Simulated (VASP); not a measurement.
# Ba (Im-3m) in VASP: a series of runs, part 3 of 3

VASP 6.6.1. Earlier steps stand in the parts before.

### 6 Single point, LDA

INCAR reads:

```
  PREC = Accurate
  ENCUT = 520
  EDIFF = 1E-6
  ISMEAR = 1
  SIGMA = 0.6
  LREAL = F
  LASPH = T
  NELM = 60
  ALGO = Normal
  ISIF = 2
  LWAVE = F
  LCHARG = T
  GGA = CA
  LELF = T
  LVHAR = T
  NBANDS = 11
```

KPOINTS reads:

```
regular mesh
0
Gamma
  9 9 9
```

POSCAR reads:

```
Ba
1.0
   -2.3789385306      2.3789385306      2.3789385306
    2.3789385306     -2.3789385306      2.3789385306
    2.3789385306      2.3789385306     -2.3789385306
Ba
1
Direct
    0.0000000000      0.0000000000      0.0000000000
```

Potentials or basis: VASP PAW LDA potentials, release 64 (Ba_sv).

Launch:

```bash
$ cat potpaw_LDA.64/Ba_sv/POTCAR > POTCAR
$ mpirun -np 1 vasp_std > vasp.out
```

OUTCAR:

```text
PREC = Accurate
   ENCUT = 520
   EDIFF = 1E-6
   ISMEAR = 1
   LREAL = F
   LASPH = T
   NELM = 60
   ISIF = 2
   GGA = CA

 ion  position               nearest neighbor table
   1  0.000  0.000  0.000-

  LATTYP: Found a body centered cubic cell.
 ALAT       =     4.7578770612

  Lattice vectors:

 A1 = (  -2.3789385306,   2.3789385306,   2.3789385306)
 A2 = (   2.3789385306,  -2.3789385306,   2.3789385306)
 A3 = (   2.3789385306,   2.3789385306,  -2.3789385306)

Analysis of symmetry for initial positions (statically):
=====================================================================
 Subroutine PRICEL returns:
 Original cell was already a primitive cell.

 Routine SETGRP: Setting up the symmetry group for a
 body centered cubic supercell.

 Subroutine GETGRP returns: Found 48 space group operations
 (whereof 48 operations were pure point group operations)
 out of a pool of 48 trial point group operations.

The static configuration has the point symmetry O_h .

Analysis of symmetry for dynamics (positions and initial velocities):
=====================================================================
 Subroutine PRICEL returns:
 Original cell was already a primitive cell.

 Routine SETGRP: Setting up the symmetry group for a
 body centered cubic supercell.

 Subroutine GETGRP returns: Found 48 space group operations
 (whereof 48 operations were pure point group operations)
 out of a pool of 48 trial point group operations.

The dynamic configuration has the point symmetry O_h .

 Subroutine INISYM returns: Found 48 space group operations
 (whereof 48 operations are pure point group operations),
 and found     1 'primitive' translations

----------------------------------------------------------------------------------------

                                     Primitive cell

  volume of cell :      53.8530

  direct lattice vectors                    reciprocal lattice vectors
    -2.378938531  2.378938531  2.378938531     0.000000000  0.210177772  0.210177772
     2.378938531 -2.378938531  2.378938531     0.210177772  0.000000000  0.210177772
     2.378938531  2.378938531 -2.378938531     0.210177772  0.210177772  0.000000000

  length of vectors
     4.120442403  4.120442403  4.120442403     0.297236256  0.297236256  0.297236256

  position of ions in fractional coordinates (direct lattice)
     0.000000000  0.000000000  0.000000000

  ion indices of the primitive-cell ions
   primitive index   ion index
                 1           1

----------------------------------------------------------------------------------------

 KPOINTS: regular mesh

Automatic generation of k-mesh.
 Grid dimensions read from file:
 generate k-points for:    9    9    9

 Generating k-lattice:

  Cartesian coordinates                     Fractional coordinates (reciprocal lattice)
     0.000000000  0.023353086  0.023353086     0.111111111  0.000000000  0.000000000
     0.023353086  0.000000000  0.023353086     0.000000000  0.111111111  0.000000000
     0.023353086  0.023353086  0.000000000     0.000000000  0.000000000  0.111111111

  Length of vectors
     0.033026251  0.033026251  0.033026251

  Shift w.r.t. Gamma in fractional coordinates (k-lattice)
     0.000000000  0.000000000  0.000000000

 Subroutine IBZKPT returns following result:
 ===========================================

 Found     35 irreducible k-points:

 Following reciprocal coordinates:
            Coordinates               Weight
  0.000000  0.000000  0.000000      1.000000
  0.111111  0.000000  0.000000     12.000000
  0.222222  0.000000  0.000000     12.000000
  0.333333  0.000000  0.000000     12.000000
  0.444444  0.000000  0.000000     12.000000
  0.111111  0.111111  0.000000     24.000000
[... 16 lines left out ...]
 -0.333333  0.444444  0.111111     48.000000
 -0.444444 -0.444444  0.111111     24.000000
 [... further k-points ...]
   k-points           NKPTS =     35   k-points in BZ     NKDIM =     35   number of bands    NBANDS=     11
   number of dos      NEDOS =    301   number of ions     NIONS =      1
   total plane-waves  NPLWV =  32768
   dimension x,y,z NGX =    32 NGY =   32 NGZ =   32
   dimension x,y,z NGXF=    64 NGYF=   64 NGZF=   64
   ions per type =               1
   NGX,Y,Z   is equivalent  to a cutoff of  12.91, 12.91, 12.91 a.u.
   NGXF,Y,Z  is equivalent  to a cutoff of  25.82, 25.82, 25.82 a.u.
 SYSTEM =  unknown system
   PREC   = accura    normal or accurate (medium, high low for compatibility)
   ISTART =      0    job   : 0-new  1-cont  2-samecut
   ICHARG =      2    charge: 1-file 2-atom 10-const
   ISPIN  =      1    spin polarized calculation?
   LNONCOLLINEAR =      F non collinear calculations
   LSORBIT =      F    spin-orbit coupling
   LASPH  =      T    aspherical Exc in radial PAW
   ENCUT  =  520.0 eV  38.22 Ry    6.18 a.u.   7.66  7.66  7.66*2*pi/ulx,y,z
   NELM   =     60;   NELMIN=  2; NELMDL= -5     # of ELM steps
   EDIFF  = 0.1E-05   stopping-criterion for ELM
   LREAL  =      F    real-space projection
   EDIFFG = 0.1E-04   stopping-criterion for IOM
   NSW    =      0    number of steps for IOM
   IBRION =     -1    ionic relax: 0-MD 1-quasi-New 2-CG
   NFREE  =      0    steps in history (QN), initial steepest desc. (CG)
   ISIF   =      2    stress and relaxation
   ISYM   =      2    0-nonsym 1-usesym 2-fastsym
   POTIM  = 0.5000    time-step for ionic-motion
   TEBEG  =    0.0;   TEEND  =   0.0 temperature during run
   PSTRESS=    0.0 pullay stress
   NELECT =      10.0000    total number of electrons
   NUPDOWN=      -1.0000    fix difference up-down
   EMIN   =  10.00;   EMAX   =-10.00  energy-range for DOS
   EFERMI =   0.00;   METHOD = LEGACY
   ISMEAR =     1;   SIGMA  =   0.60  broadening in eV -4-tet -1-fermi 0-gaus
   EFERMI_NEDOS =   21; number of points for ismear=-14 and -15
   IALGO  =     38    algorithm
   IMIX   =      4    mixing-type and parameters
     AMIX     =   0.40;   BMIX     =  1.00
     AMIX_MAG =   1.60;   BMIX_MAG =  1.00
  volume/ion in A,a.u.               =      53.85       363.42
  Fermi-wavevector in a.u.,A,eV,Ry     =   0.933982  1.764969 11.868654  0.872321
  Thomas-Fermi vector in A             =   2.060739
   LORBIT       =      0    0 simple, 1 ext, 2 COOP (PROOUT), +10 PAW based schemes
   GGA     = CA    functional components
   LHFCALC =     F    Hartree Fock is set to
   AEXX    =    0.0000 exact exchange contribution
   IVDW    =     0    specifies the selected vdW correction
   LEPSILON=     F    determine dielectric tensor
   LRPA    =     F    only Hartree local field effects (RPA)
 non-spin polarized calculation
 Methfessel and Paxton  Order N= 1 SIGMA  =   0.60
  energy-cutoff  :      520.00
  volume of cell :       53.85
 maximum number of plane-waves:      1481
   NGX = 15   NGY = 15   NGZ = 15

 number of electron      10.0000000 magnetization

 number of electron       9.9999999 magnetization

 Free energy of the ion-electron system (eV)
  ---------------------------------------------------
  ext. energy  EPLUGINS =         0.00000000
  ---------------------------------------------------
  free energy    TOTEN  =        -2.23138334 eV

  energy without entropy =       -2.27673799  energy(sigma->0) =       -2.24650156

 E-fermi :   2.0416     XC(G=0):  -8.1442

 val. band max:        2.0138817825   @ k =   0.3333   0.3333   0.0000
 cond. band min:       2.0454181173   @ k =  -0.4444  -0.4444   0.2222
 fundamental gap:      0.0315363347
 Fermi energy:         2.0416191869

 k-point     1 :       0.0000    0.0000    0.0000
  band No.  band energies     occupation
      1     -26.6112      2.00000
      2     -11.4497      2.00000
      3     -11.4497      2.00000
      4     -11.4497      2.00000
      5      -0.8308      2.00000
      6       3.9007     -0.00011
      7       3.9007     -0.00011
      8       3.9007     -0.00011
      9       5.5901     -0.00000
     10       5.5901     -0.00000
     11       9.4093     -0.00000

 k-point     2 :       0.1111    0.0000    0.0000
  band No.  band energies     occupation
      1     -26.6012      2.00000
      2     -11.5483      2.00000
      3     -11.4789      2.00000
      4     -11.4506      2.00000
      5      -0.5528      2.00000
      6       3.6850     -0.00075
      7       3.7779     -0.00033
      8       4.1864     -0.00001
      9       5.2745     -0.00000
     10       5.5693     -0.00000
     11       9.7215     -0.00000
[... 295 lines left out ...]
 k-point    24 :      -0.4444   -0.4444    0.1111
  band No.  band energies     occupation
      1     -26.5095      2.00000
      2     -12.1340      2.00000
      3     -11.8092      2.00000
      4     -11.5720      2.00000
      5       1.5689      1.97374
      6       2.8549     -0.06654
      7       2.9411     -0.05539
      8       4.7075     -0.00000
      9       6.6066     -0.00000
     10       8.3482     -0.00000
     11       8.8285     -0.00000

 [... further k-points ...]
[... 5 lines left out ...]
  --------------------------------------------------------------------------------------
  -------------------------------------------------------------------------------------
  Total        0.0032357      0.0032357      0.0032357     -0.0000000      0.0000000      0.0000000
  in kB        0.0962649      0.0962649      0.0962649     -0.0000000      0.0000000      0.0000000
  external PRESSURE =       0.0962649 kB  Pullay stress =       0.0000000 kB

 VOLUME and BASIS-vectors are now :
 -----------------------------------------------------------------------------
  energy-cutoff  :      520.00
  volume of cell :       53.85
      direct lattice vectors                 reciprocal lattice vectors
    -2.378938531  2.378938531  2.378938531     0.000000000  0.210177772  0.210177772
     2.378938531 -2.378938531  2.378938531     0.210177772  0.000000000  0.210177772
     2.378938531  2.378938531 -2.378938531     0.210177772  0.210177772  0.000000000

 POSITION                                       TOTAL-FORCE (eV/Angst)
 -----------------------------------------------------------------------------------
      0.00000      0.00000      0.00000        -0.000000      0.000000     -0.000000
 -----------------------------------------------------------------------------------
    total drift:                                0.000000      0.000000     -0.000000

  FREE ENERGIE OF THE ION-ELECTRON SYSTEM (eV)
  ---------------------------------------------------
  free  energy   TOTEN  =        -2.2313833429 eV

  energy  without entropy=       -2.2767379922  energy(sigma->0) =       -2.24650156
```

stdout:

```text
POSCAR found type information on POSCAR Ba
 POSCAR found :  1 types and       1 ions
 scaLAPACK will be used
 LDA part: xc-table for (Slater(with rela. corr.)+CA(PZ))
 , standard interpolation
 POSCAR, INCAR and KPOINTS ok, starting setup
 FFT: planning ... GRIDC
 FFT: planning ... GRID_SOFT
 FFT: planning ... GRID
 WAVECAR not read
 entering main loop
```

Wall time 26 s (1 thread of AMD EPYC 7R13, shared host); peak memory 0.13 GiB.

What came out:

| Item | Value |
| --- | --- |
| Free energy | -2.2314 eV |
| Pressure | 0.0 GPa |
| Band gap on the k mesh | zero (band 5 reaches 2.57 eV, above the bottom of band 6 at 1.31 eV) |

Levels at points of the mesh, in eV from the Fermi level:
```csv
k point,band 2,band 3,band 4,band 5,band 6,band 7,band 8,band 9
"(0.00, 0.00, 0.00)",-13.49,-13.49,-13.49,-2.87,1.86,1.86,1.86,3.55
```

Caveat: spin-orbit coupling is left out, which moves the levels of the heavy elements.

### 7 Summary

| smearing | gap on the mesh (eV) | pressure (GPa) |
| --- | --- | --- |
| methfessel-paxton 0.03 eV | none | 0.1 |
| methfessel-paxton 0.1 eV | none | 0.0 |
| methfessel-paxton 0.2 eV | none | 0.0 |
| methfessel-paxton 0.3 eV | none | 0.0 |
| methfessel-paxton 0.6 eV | none | 0.0 |

Alike in all rows: task single point; level LDA; potentials or basis VASP PAW LDA potentials, release 64 (Ba_sv); no spin polarisation; cell as given; k mesh 9 × 9 × 9; cutoff (eV) 520.

Every run on the cell as given and a fine mesh finds a metal.

Caveats: spin-orbit coupling is left out, which moves the levels of the heavy elements.

Absolute energies hang on the potentials; compare differences alone.
